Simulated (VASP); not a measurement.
Set up this calculation in VASP 6.6.1, as the native input.

```
Task                   : single point
Functional             : r2SCAN
Potentials or basis    : VASP PAW PBE potentials, release 64 (Co, O)
Cutoff                 : 520 eV
k mesh                 : 18 × 18 × 8
Occupations            : gaussian, width 0.1 eV
Spin                   : no spin polarisation
Dipole correction      : no
Further INCAR settings : ALGO = Normal; EDIFF = 1e-06; NBANDS = 23
```

CoO:

```
CELL_PARAMETERS angstrom
2.92978 0.00000 0.00000
-1.46489 2.53727 0.00000
0.00000 0.00000 5.22754
ATOMIC_POSITIONS crystal
Co 0.00000 0.00000 0.00000
Co 0.00000 0.00000 0.50000
O 0.33333 0.66667 0.25000
O 0.66667 0.33333 0.75000
```

These files were run (other wordings do the same):

POSCAR

```
CoO
1.0
    2.9297828754      0.0000000000      0.0000000000
   -1.4648914377      2.5372663977      0.0000000000
    0.0000000000      0.0000000000      5.2275375434
Co O
2 2
Direct
    0.0000000000      0.0000000000      0.0000000000
    0.0000000000      0.0000000000      0.5000000000
    0.3333333333      0.6666666667      0.2500000000
    0.6666666667      0.3333333333      0.7500000000
```

INCAR.step1

```
PREC = Accurate
ENCUT = 520
ISMEAR = 0
SIGMA = 0.1
LREAL = False
LASPH = True
NELM = 100
NBANDS = 23
GGA = PE
ALGO = Normal
EDIFF = 1E-4
LWAVE = True
LCHARG = False
```

INCAR.step2

```
PREC = Accurate
ENCUT = 520
EDIFF = 1E-6
ISMEAR = 0
SIGMA = 0.1
LREAL = False
LASPH = True
NELM = 100
ALGO = Normal
ISIF = 2
LWAVE = False
LCHARG = False
METAGGA = R2SCAN
LMIXTAU = True
NBANDS = 23
ISTART = 1
```

KPOINTS

```
regular mesh
0
Gamma
  18 18 8
```

Potentials or basis: VASP PAW PBE potentials, release 64 (Co, O).

The run is started by

```sh
$ cat potpaw_PBE.64/Co/POTCAR potpaw_PBE.64/O/POTCAR > POTCAR
$ cp INCAR.step1 INCAR
$ mpirun -np 1 vasp_std > vasp.out
$ cp INCAR.step2 INCAR
$ mpirun -np 1 vasp_std > vasp.out
```

It gave:

| Item | Value |
| --- | --- |
| Pressure | -26.3 GPa |
| Band gap on the k mesh | zero (bands 15 and 16 overlap by 0.97 eV) |

Caveat: the stress differs along the axes, from -30 to -24 GPa; the PAW data sets were made with another functional, which shifts forces and pressure a little; the run has no spin polarisation, though such a crystal can be magnetic; semilocal functionals often make such compounds metallic where correlation or magnetic order opens a gap, which also shifts bond lengths.

Run time: 9.3 min on 1 thread of Intel(R) Xeon(R) Platinum 8259CL CPU @ 2.50GHz (Skylake/Cascade Lake) (shared host), peak memory 0.28 GiB.
